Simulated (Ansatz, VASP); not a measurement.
TePb: VASP beside Ansatz

The input POSCAR:

```
TePb
1.0
    0.0000000000      3.3116881700      3.3116881700
    3.3116881700      0.0000000000      3.3116881700
    3.3116881700      3.3116881700      0.0000000000
Te Pb
1 1
Direct
    0.5000000000      0.5000000000      0.5000000000
    0.0000000000      0.0000000000      0.0000000000
```

INCAR.step1

```
PREC = Accurate
ENCUT = 520
ISMEAR = -1
SIGMA = 0.02
LREAL = False
LASPH = True
NELM = 80
GGA = PE
ALGO = Normal
EDIFF = 1E-4
LWAVE = True
LCHARG = False
```

INCAR.step2

```
PREC = Accurate
ENCUT = 520
EDIFF = 1E-7
ISMEAR = -1
SIGMA = 0.02
LREAL = False
LASPH = True
NELM = 80
ALGO = Normal
ISIF = 2
LWAVE = False
LCHARG = False
METAGGA = R2SCAN
LMIXTAU = True
IBRION = 2
NSW = 50
EDIFFG = -0.01
ISTART = 1
```

File KPOINTS:

```
Automatic mesh
0
Gamma
  8 8 8
```

Input for Ansatz:

```yaml
crystal:
  lattice:
    - [0.0, 3.31168817, 3.31168817]
    - [3.31168817, 0.0, 3.31168817]
    - [3.31168817, 3.31168817, 0.0]
  atoms:
    - { symbol: Te, position: [0.5, 0.5, 0.5] }
    - { symbol: Pb, position: [0.0, 0.0, 0.0] }
  symmetry: { tolerance: 0.0003 }
hamiltonian:
  xc: r2scan
  pseudopotentials: { kind: paw, azcp: { folder: soft_1 } }
basis:
  ecutwfc: 500
magnetization:
  spin_polarized: false
scf:
  occupations: { method: fermi_dirac, width: 0.02 }
kpoints:
  mp_grid: { grid: [8, 8, 8], shift: [0, 0, 0] }
  band_path:
    path:
      - [0.0, 0.0, 0.0]
      - [0.5, 0.0, 0.5]
      - [0.625, 0.25, 0.625]
      - [0.375, 0.375, 0.75]
      - [0.0, 0.0, 0.0]
      - [0.5, 0.5, 0.5]
      - [0.5, 0.25, 0.75]
      - [0.5, 0.0, 0.5]
    npoints: 10
output:
  forces: true
  stress: true
  eigenvalues: true
  write_potential: true
  elf: true
  volumetric_format: npy
  dos: { e_range: [-12, 8], de: 0.05 }
relax:
  max_steps: 30
```

Alike in both runs: task relaxation of the atoms; functional r2SCAN; k mesh 8 × 8 × 8; occupations fermi-dirac, width 0.02 eV; no spin polarisation.

|  | VASP | Ansatz |
| --- | --- | --- |
| version | VASP 6.6.1 | Ansatz 0.2.0 |
| potentials or method | VASP PAW PBE potentials, release 64 (Te, Pb_d), cutoff 520 eV | PAW plane waves |
| valence electrons in the cell | 20 | 30 |

|  | VASP | Ansatz | Ansatz less VASP |
| --- | --- | --- | --- |
| gap on the k mesh at the Fermi level, each at its own relaxed structure (eV) | 1.17 | 1.17 | +0.004 |

VASP's potentials were made for PBE, not for r2SCAN. VASP's potentials hold 20 valence electrons a cell and Ansatz's 30, so a difference there can come from the potentials and not from the codes. Ansatz's warnings: stress scf threshold loose.

Spin-orbit coupling is off throughout. Noted on VASP's run: the relaxation stopped at its first step, so nothing moved.
